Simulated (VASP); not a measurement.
# Cr (Cmcm) in VASP: settings compared

The runs below take Cr through single point, with LDA, PBEsol.

Everything below comes from runs of VASP 6.6.1. Logs are shortened: lines on timing, memory, paths and dates and some standing lists are left out, and cuts for length are marked.

## 1. The cell of the first run

It takes space group Cmcm (No. 63, orthorhombic). Conventional cell: a = 2.247 Å, b = 4.833 Å, c = 3.981 Å, α = 90.00°, β = 90.00°, γ = 90.00°. Cr (site symmetry m2m) has 12 Cr at 2.25 to 2.67 Å within 3.0 Å.

## 2. Single point, LDA, collinear spin, ferromagnetic start (10.81 Å³/atom)

The input, INCAR:

```
SYSTEM = Cr
  PREC = Accurate
  ENCUT = 520
  EDIFF = 1E-6
  ISMEAR = -1
  SIGMA = 0.05
  LREAL = .FALSE.
  LASPH = .TRUE.
  NELM = 150
  ALGO = Fast
  ISIF = 2
  LWAVE = .FALSE.
  LCHARG = .TRUE.
  ISPIN = 2
  MAGMOM = 3 3
  LORBIT = 11
  LMAXMIX = 4
  GGA = CA
  LELF = .TRUE.
  LVHAR = .TRUE.
  NBANDS = 23
```

The input, KPOINTS:

```
Automatic mesh
0
G
  13 13 7
  0 0 0
```

The input, POSCAR:

```
Cr
1.0
    1.1236347407     -2.4166635374      0.0000000000
    1.1236347407      2.4166635374      0.0000000000
    0.0000000000      0.0000000000      3.9813423424
Cr
2
Direct
    0.8705325800      0.1294674200      0.7500000000
    0.1294674200      0.8705325800      0.2500000000
```

Potentials or basis: VASP PAW LDA potentials, release 64 (Cr_pv).

The run is started by

```
cat potpaw_LDA.64/Cr_pv/POTCAR > POTCAR
mpirun -np 1 vasp_std > vasp.out
```

OUTCAR:

```text
SYSTEM = Cr
   PREC = Accurate
   ENCUT = 520
   EDIFF = 1E-6
   ISMEAR = -1
   LREAL = .FALSE.
   LASPH = .TRUE.
   NELM = 150
   ISIF = 2
   ISPIN = 2
   LORBIT = 11
   GGA = CA

 ion  position               nearest neighbor table
   1  0.871  0.129  0.750-   2 2.35   2 2.35   2 2.57   2 2.57   2 2.57   2 2.57
   2  0.129  0.871  0.250-   1 2.35   1 2.35   1 2.57   1 2.57   1 2.57   1 2.57

  LATTYP: Found a base centered orthorhombic cell.
 ALAT       =     2.2472694814
 B/A-ratio  =     2.1507554456
 C/A-ratio  =     1.7716354782

  Lattice vectors:

 A1 = (   1.1236347407,  -2.4166635374,   0.0000000000)
 A2 = (   1.1236347407,   2.4166635374,   0.0000000000)
 A3 = (   0.0000000000,   0.0000000000,   3.9813423424)

Analysis of symmetry for initial positions (statically):
=====================================================================
 Subroutine PRICEL returns:
 Original cell was already a primitive cell.

 Routine SETGRP: Setting up the symmetry group for a
 base centered orthorhombic supercell.

 Subroutine GETGRP returns: Found  8 space group operations
 (whereof  4 operations were pure point group operations)
 out of a pool of  8 trial point group operations.

The static configuration has the point symmetry C_2h.
 The point group associated with its full space group is D_2h.

Analysis of symmetry for dynamics (positions and initial velocities):
=====================================================================
 Subroutine PRICEL returns:
 Original cell was already a primitive cell.

 Routine SETGRP: Setting up the symmetry group for a
 base centered orthorhombic supercell.

 Subroutine GETGRP returns: Found  8 space group operations
 (whereof  4 operations were pure point group operations)
 out of a pool of  8 trial point group operations.

The dynamic configuration has the point symmetry C_2h.
 The point group associated with its full space group is D_2h.

Analysis of structural, dynamic, and magnetic symmetry:
=====================================================================
 Subroutine PRICEL returns:
 Original cell was already a primitive cell.

 Routine SETGRP: Setting up the symmetry group for a
 base centered orthorhombic supercell.

 Subroutine GETGRP returns: Found  8 space group operations
 (whereof  4 operations were pure point group operations)
 out of a pool of  8 trial point group operations.

The overall configuration has the point symmetry C_2h.
 The point group associated with its full space group is D_2h.

 Subroutine INISYM returns: Found  8 space group operations
 (whereof  4 operations are pure point group operations),
 and found     1 'primitive' translations

----------------------------------------------------------------------------------------

                                     Primitive cell

  volume of cell :      21.6222

  direct lattice vectors                    reciprocal lattice vectors
     1.123634741 -2.416663537  0.000000000     0.444984461 -0.206896820  0.000000000
     1.123634741  2.416663537  0.000000000     0.444984461  0.206896820  0.000000000
     0.000000000  0.000000000  3.981342342     0.000000000  0.000000000  0.251171568

  length of vectors
     2.665111195  2.665111195  3.981342342     0.490731561  0.490731561  0.251171568

  position of ions in fractional coordinates (direct lattice)
     0.870532580  0.129467420  0.750000000
     0.129467420  0.870532580  0.250000000

  ion indices of the primitive-cell ions
   primitive index   ion index
                 1           1
                 2           2

----------------------------------------------------------------------------------------

 KPOINTS: Automatic mesh

Automatic generation of k-mesh.
 Grid dimensions read from file:
 generate k-points for:   13   13    7

 Generating k-lattice:

  Cartesian coordinates                     Fractional coordinates (reciprocal lattice)
     0.034229574 -0.015915140  0.000000000     0.076923077  0.000000000  0.000000000
     0.034229574  0.015915140  0.000000000     0.000000000  0.076923077  0.000000000
     0.000000000  0.000000000  0.035881653     0.000000000  0.000000000  0.142857143

  Length of vectors
     0.037748582  0.037748582  0.035881653

  Shift w.r.t. Gamma in fractional coordinates (k-lattice)
     0.000000000  0.000000000  0.000000000

 Subroutine IBZKPT returns following result:
 ===========================================

 Found    196 irreducible k-points:

 Following reciprocal coordinates:
            Coordinates               Weight
  0.000000  0.000000  0.000000      1.000000
  0.076923  0.000000  0.000000      4.000000
  0.153846  0.000000  0.000000      4.000000
  0.230769  0.000000  0.000000      4.000000
  0.307692  0.000000  0.000000      4.000000
  0.384615  0.000000  0.000000      4.000000
[... 16 lines left out ...]
  0.384615  0.153846  0.000000      4.000000
  0.461538  0.153846  0.000000      4.000000
 [... further k-points ...]
   k-points           NKPTS =    196   k-points in BZ     NKDIM =    196   number of bands    NBANDS=     23
   number of dos      NEDOS =    301   number of ions     NIONS =      2
   total plane-waves  NPLWV =  12000
   dimension x,y,z NGX =    20 NGY =   20 NGZ =   30
   dimension x,y,z NGXF=    40 NGYF=   40 NGZF=   60
   ions per type =               2
   NGX,Y,Z   is equivalent  to a cutoff of  12.48, 12.48, 12.53 a.u.
   NGXF,Y,Z  is equivalent  to a cutoff of  24.95, 24.95, 25.05 a.u.
 SYSTEM =  Cr
   PREC   = accura    normal or accurate (medium, high low for compatibility)
   ISTART =      0    job   : 0-new  1-cont  2-samecut
   ICHARG =      2    charge: 1-file 2-atom 10-const
   ISPIN  =      2    spin polarized calculation?
   LNONCOLLINEAR =      F non collinear calculations
   LSORBIT =      F    spin-orbit coupling
   LASPH  =      T    aspherical Exc in radial PAW
   ENCUT  =  520.0 eV  38.22 Ry    6.18 a.u.   4.96  4.96  7.40*2*pi/ulx,y,z
   NELM   =    150;   NELMIN=  2; NELMDL= -5     # of ELM steps
   EDIFF  = 0.1E-05   stopping-criterion for ELM
   LREAL  =      F    real-space projection
   EDIFFG = 0.1E-04   stopping-criterion for IOM
   NSW    =      0    number of steps for IOM
   IBRION =     -1    ionic relax: 0-MD 1-quasi-New 2-CG
   NFREE  =      0    steps in history (QN), initial steepest desc. (CG)
   ISIF   =      2    stress and relaxation
   ISYM   =      2    0-nonsym 1-usesym 2-fastsym
   POTIM  = 0.5000    time-step for ionic-motion
   TEBEG  =    0.0;   TEEND  =   0.0 temperature during run
   PSTRESS=    0.0 pullay stress
   NELECT =      24.0000    total number of electrons
   NUPDOWN=      -1.0000    fix difference up-down
   EMIN   =  10.00;   EMAX   =-10.00  energy-range for DOS
   EFERMI =   0.00;   METHOD = LEGACY
   ISMEAR =    -1;   SIGMA  =   0.05  broadening in eV -4-tet -1-fermi 0-gaus
   EFERMI_NEDOS =   21; number of points for ismear=-14 and -15
   IALGO  =     68    algorithm
   IMIX   =      4    mixing-type and parameters
     AMIX     =   0.40;   BMIX     =  1.00
     AMIX_MAG =   1.60;   BMIX_MAG =  1.00
  volume/ion in A,a.u.               =      10.81        72.96
  Fermi-wavevector in a.u.,A,eV,Ry     =   1.695034  3.203149 39.091424  2.873139
  Thomas-Fermi vector in A             =   2.776151
   LORBIT       =     11    0 simple, 1 ext, 2 COOP (PROOUT), +10 PAW based schemes
   GGA     = CA    functional components
   LHFCALC =     F    Hartree Fock is set to
   AEXX    =    0.0000 exact exchange contribution
   IVDW    =     0    specifies the selected vdW correction
   LEPSILON=     F    determine dielectric tensor
   LRPA    =     F    only Hartree local field effects (RPA)
 spin polarized calculation
 RMM-DIIS sequential band-by-band and
  energy-cutoff  :      520.00
  volume of cell :       21.62
 maximum number of plane-waves:       596
   NGX =  9   NGY =  9   NGZ = 15

 number of electron      24.0000006 magnetization      -0.0002388

 number of electron      24.0000006 magnetization       0.0003241

 Free energy of the ion-electron system (eV)
  ---------------------------------------------------
  ext. energy  EPLUGINS =         0.00000000
  ---------------------------------------------------
  free energy    TOTEN  =       -20.58444477 eV

  energy without entropy =      -20.56221192  energy(sigma->0) =      -20.57332834

 E-fermi :  11.7218     XC(G=0): -14.3642

 val. band max:       11.7096173475   @ k =   0.2308   0.0769   0.4286
 cond. band min:      11.7296693321   @ k =   0.0769   0.0769   0.0000
 fundamental gap:      0.0200519846
 Fermi energy:        11.7218156333

 spin component 1

 k-point     1 :       0.0000    0.0000    0.0000
  band No.  band energies     occupation
      1     -31.4994      1.00000
      2     -30.7843      1.00000
      3     -30.4769      1.00000
      4     -30.3016      1.00000
      5     -30.1828      1.00000
      6     -30.1687      1.00000
[... 15 lines left out ...]
     22      28.2287      0.00000
     23      32.6885      0.00000

 k-point     2 :       0.0769    0.0000    0.0000
  band No.  band energies     occupation
      1     -31.4751      1.00000
      2     -30.7870      1.00000
      3     -30.4875      1.00000
      4     -30.3028      1.00000
      5     -30.2704      1.00000
      6     -30.2500      1.00000
[... 15 lines left out ...]
     22      28.4449      0.00000
     23      32.7985      0.00000

 k-point     3 :       0.1538    0.0000    0.0000
  band No.  band energies     occupation
      1     -31.4061      1.00000
      2     -30.7973      1.00000
      3     -30.5711      1.00000
      4     -30.4740      1.00000
      5     -30.4516      1.00000
      6     -30.3072      1.00000
[... 15 lines left out ...]
     22      28.8301      0.00000
     23      32.8954      0.00000
[... 495 lines left out ...]
 k-point    23 :       0.3846    0.1538    0.0000
  band No.  band energies     occupation
      1     -31.6949      1.00000
      2     -31.5140      1.00000
      3     -30.9909      1.00000
      4     -30.8230      1.00000
      5     -30.6241      1.00000
      6     -30.3985      1.00000
[... 15 lines left out ...]
     22      24.7326      0.00000
     23      25.2784      0.00000

 k-point    24 :       0.4615    0.1538    0.0000
  band No.  band energies     occupation
      1     -31.5641      1.00000
      2     -31.3669      1.00000
      3     -30.9914      1.00000
      4     -30.8714      1.00000
      5     -30.6618      1.00000
      6     -30.4316      1.00000
[... 15 lines left out ...]
     22      24.2802      0.00000
     23      25.2774      0.00000

 [... further k-points ...]

 spin component 2

 k-point     1 :       0.0000    0.0000    0.0000
  band No.  band energies     occupation
      1     -31.4993      1.00000
      2     -30.7842      1.00000
      3     -30.4767      1.00000
      4     -30.3015      1.00000
      5     -30.1826      1.00000
      6     -30.1686      1.00000
[... 15 lines left out ...]
     22      28.2288      0.00000
     23      32.6887      0.00000

 k-point     2 :       0.0769    0.0000    0.0000
  band No.  band energies     occupation
      1     -31.4749      1.00000
      2     -30.7869      1.00000
      3     -30.4874      1.00000
      4     -30.3026      1.00000
      5     -30.2703      1.00000
      6     -30.2499      1.00000
[... 15 lines left out ...]
     22      28.4450      0.00000
     23      32.7985      0.00000

 k-point     3 :       0.1538    0.0000    0.0000
  band No.  band energies     occupation
      1     -31.4060      1.00000
      2     -30.7972      1.00000
      3     -30.5709      1.00000
      4     -30.4739      1.00000
      5     -30.4515      1.00000
      6     -30.3070      1.00000
[... 15 lines left out ...]
     22      28.8302      0.00000
     23      32.9816      0.00000
[... 495 lines left out ...]
 k-point    23 :       0.3846    0.1538    0.0000
  band No.  band energies     occupation
      1     -31.6948      1.00000
      2     -31.5139      1.00000
      3     -30.9907      1.00000
      4     -30.8229      1.00000
      5     -30.6239      1.00000
      6     -30.3984      1.00000
[... 15 lines left out ...]
     22      24.7327      0.00000
     23      25.2785      0.00000

 k-point    24 :       0.4615    0.1538    0.0000
  band No.  band energies     occupation
      1     -31.5640      1.00000
      2     -31.3668      1.00000
      3     -30.9913      1.00000
      4     -30.8712      1.00000
      5     -30.6616      1.00000
      6     -30.4315      1.00000
[... 15 lines left out ...]
     22      24.2803      0.00000
     23      25.2775      0.00000

 [... further k-points ...]

------------------------ aborting loop because EDIFF is reached ----------------------------------------

  FORCE on cell =-STRESS in cart. coord.  units (eV):
  Direction    XX          YY          ZZ          XY          YZ          ZX
  --------------------------------------------------------------------------------------
  -------------------------------------------------------------------------------------
  Total        0.8741708      0.6673239      1.6227402      0.0000000     -0.0000000      0.0000000
  in kB       64.7747903     49.4477315    120.2426969      0.0000000     -0.0000000      0.0000000
  external PRESSURE =      78.1550729 kB  Pullay stress =       0.0000000 kB

 VOLUME and BASIS-vectors are now :
 -----------------------------------------------------------------------------
  energy-cutoff  :      520.00
  volume of cell :       21.62
      direct lattice vectors                 reciprocal lattice vectors
     1.123634741 -2.416663537  0.000000000     0.444984461 -0.206896820  0.000000000
     1.123634741  2.416663537  0.000000000     0.444984461  0.206896820  0.000000000
     0.000000000  0.000000000  3.981342342     0.000000000  0.000000000  0.251171568

 POSITION                                       TOTAL-FORCE (eV/Angst)
 -----------------------------------------------------------------------------------
      1.12363     -1.79091      2.98601         0.000000      0.203349      0.000000
      1.12363      1.79091      0.99534         0.000000     -0.203349     -0.000000
 -----------------------------------------------------------------------------------
    total drift:                               -0.000000     -0.000000      0.000000

  FREE ENERGIE OF THE ION-ELECTRON SYSTEM (eV)
  ---------------------------------------------------
  free  energy   TOTEN  =       -20.5844447668 eV

  energy  without entropy=      -20.5622119213  energy(sigma->0) =      -20.57332834

 total charge

# of ion       s       p       d       tot
------------------------------------------
    1        0.451   6.423   4.382  11.256
    2        0.451   6.423   4.382  11.256
--------------------------------------------------
tot          0.901  12.847   8.765  22.513

 magnetization (x)

# of ion       s       p       d       tot
------------------------------------------
    1        0.000   0.000   0.000   0.000
    2        0.000   0.000   0.000   0.000
--------------------------------------------------
tot          0.000   0.000   0.000   0.000
```

Wall time 1.8 min (1 thread of AMD EPYC 9R45 (Zen 5), shared host); peak memory 0.2 GiB.

Results:

| Property | Result |
| --- | --- |
| Free energy | -20.5844 eV |
| Pressure | 7.8 GPa |
| Largest force | 0.203 eV/Å |
| Band gap on the k mesh | zero (filled and empty bands overlap) |
| Net moment | 0.00 μB per cell |
| Valence electrons inside the program's atomic spheres | Cr 11.26 |

Forces in eV/Å, atoms in the order of the input:
```
Cr   0.000  0.203  0.000
Cr   0.000 -0.203  0.000
```

Caveat: the stress differs along the axes, from 5 to 12 GPa; an empty level that is flat over the whole mesh can mark a ghost state of the potentials, or a narrow d or f band; the moments typed at the start vanished in this run.

## 3. Single point, PBEsol, collinear spin, ferromagnetic start (10.81 Å³/atom)

The input, INCAR:

```
ALGO = Normal
EDIFF = 1E-6
ENCUT = 520
GGA = PS
ISIF = 2
ISMEAR = -1
ISPIN = 2
LASPH = True
LCHARG = False
LMAXMIX = 4
LORBIT = 11
LREAL = False
LWAVE = False
MAGMOM = 3 3
NBANDS = 23
NELM = 150
PREC = Accurate
SIGMA = 0.05
```

The input, KPOINTS:

```
k-points
0
Gamma
  13 13 7
```

POSCAR is that of step 2.

Potentials or basis: VASP PAW PBE potentials, release 64 (Cr_pv).

The run is started by

```
cat potpaw_PBE.64/Cr_pv/POTCAR > POTCAR
mpirun -np 1 vasp_std > vasp.out
```

Run time: 1.7 min. Hardware: 1 thread of AMD EPYC 9R45 (Zen 5), shared host; peak memory 0.21 GiB.

The run converged. Its results:

```yaml
Free_energy: -19.7643 eV
Pressure: 15.6 GPa
Largest_force: 0.222 eV/Å
Band_gap_on_the_k_mesh: zero (filled and empty bands overlap)
Net_moment: 0.00 μB per cell
Valence_electrons_inside_the_program's_atomic_spheres: Cr 11.25
```

Forces on the atoms (eV/Å):
```
Cr   0.000  0.222  0.000
Cr   0.000 -0.222  0.000
```

Stress tensor (GPa, compression positive):
```
15.58  0.00  0.00
 0.00 11.72  0.00
 0.00  0.00 19.55
```

Levels at points of the mesh, in eV from the Fermi level:
Spin up:
| k point | band 10 | band 11 | band 12 | band 13 | band 14 | band 15 |
| --- | --- | --- | --- | --- | --- | --- |
| (0.00, 0.00, 0.00) | -2.09 | -0.95 | 0.17 | 1.09 | 1.13 | 1.18 |
Spin down:
```csv
k point,band 8,band 9,band 10,band 11,band 12,band 13,band 14,band 15,band 16,band 17
"(0.00, 0.00, 0.00)",-4.66,-2.33,-2.09,-0.95,0.17,1.09,1.13,1.18,1.83,2.00
```

Caveat: the stress differs along the axes, from 12 to 20 GPa; an empty level that is flat over the whole mesh can mark a ghost state of the potentials, or a narrow d or f band; the moments typed at the start vanished in this run; the PAW data sets were made with another functional, which shifts forces and pressure a little.

The gap in the log of VASP goes by the Fermi energy; the results here count the filled bands.